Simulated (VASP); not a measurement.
Input of a VASP 6.6.1 run:

The input INCAR:

```
SYSTEM = SiO2
PREC = Accurate
ENCUT = 520
EDIFF = 1E-6
ISMEAR = -1
SIGMA = 0.05
LREAL = .False.
LASPH = .True.
NELM = 60
ALGO = Normal
ISIF = 2
LWAVE = .False.
LCHARG = .False.
NBANDS = 44
```

Contents of KPOINTS:

```
Automatic mesh
0
Gamma
  6 6 6
  0 0 0
```

Contents of POSCAR:

```
SiO2
1.0
   -4.4552625778      4.4552625778      2.6074294674
    4.4552625778     -4.4552625778      2.6074294674
    4.4552625778      4.4552625778     -2.6074294674
Si O
4 8
Direct
    0.8230560369      0.8230560369      0.6461120739
    0.1769439631      0.8230560369      0.0000000000
    0.8230560369      0.1769439631      0.0000000000
    0.1769439631      0.1769439631      0.3538879261
    0.0000000000      0.7910527746      0.7910527746
    0.2089472254      0.0000000000      0.2089472254
    0.7910527746      0.0000000000      0.7910527746
    0.0000000000      0.2089472254      0.2089472254
    0.0000000000      0.0000000000      0.5000000000
    0.5000000000      0.0000000000      0.0000000000
    0.0000000000      0.5000000000      0.0000000000
    0.5000000000      0.5000000000      0.5000000000
```

Potentials or basis: VASP PAW LDA potentials, release 64 (Si, O).

Run with:

```sh
$ cat potpaw_LDA.64/Si/POTCAR potpaw_LDA.64/O/POTCAR > POTCAR
$ mpirun -np 1 vasp_std > vasp.out
```

Problem. What does it give for the largest force?

Solution. 0.027 eV/Å.

Problem. What does it give for the pressure?

Solution. 0.4 GPa.

Forces in eV/Å, atoms in the order of the input:
```
Si  -0.019 -0.019  0.000
Si  -0.019  0.019  0.000
Si   0.019 -0.019  0.000
Si   0.019  0.019  0.000
O   -0.003  0.000  0.000
O    0.000  0.003  0.000
O    0.000 -0.003  0.000
O    0.003  0.000  0.000
O    0.000  0.000  0.000
O    0.000  0.000  0.000
O    0.000  0.000  0.000
O    0.000  0.000  0.000
```
